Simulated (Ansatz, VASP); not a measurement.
# Be3CdS2: VASP beside Ansatz

```
Be Cd S
1.0
     2.58789    1.49412    3.95960
    -2.58789    1.49412    3.95960
     0.00000   -2.98823    3.95960
Be Cd S
3 1 2
Direct
  0.00000 0.50000 0.00000
  0.50000 0.00000 0.00000
  0.00000 0.00000 0.50000
  0.00000 0.00000 0.00000
  0.62723 0.62723 0.62723
  0.37277 0.37277 0.37277
```

Change from the starting cell: species swapped into the Tb2FeCo3 type (R-3m, No. 166).

Alike in both runs: task single point; functional PBE; k mesh 6 × 6 × 6; occupations gaussian, width 0.1 eV; no spin polarisation.

|  | VASP | Ansatz |
| --- | --- | --- |
| version | VASP 6.6.1 | Ansatz 0.2.0 |
| potentials or method | VASP PAW PBE potentials, release 64 (Be, Cd, S), cutoff 600 eV | scalar-relativistic, plane waves, PAW |
| valence electrons in the cell | 30 | 38 |

|  | VASP | Ansatz | Ansatz less VASP |
| --- | --- | --- | --- |
| gap on the k mesh at the Fermi level (eV) | none | none | - |
| pressure (GPa) | -3.9 | -4.0 | -0.11 |
| traceless stress, the component that is largest in VASP (GPa) | 1.79 | 1.85 | +0.064 |
| rms of the force components (eV/Å) | 0.055 | 0.054 | -0.0002 |

Atom by atom the forces differ by 0.000 eV/Å (rms over components). A gap of «none» marks a metal or a gap that the smearing closes. VASP's potentials hold 30 valence electrons a cell and Ansatz's 38, so a difference there can come from the potentials and not from the codes.
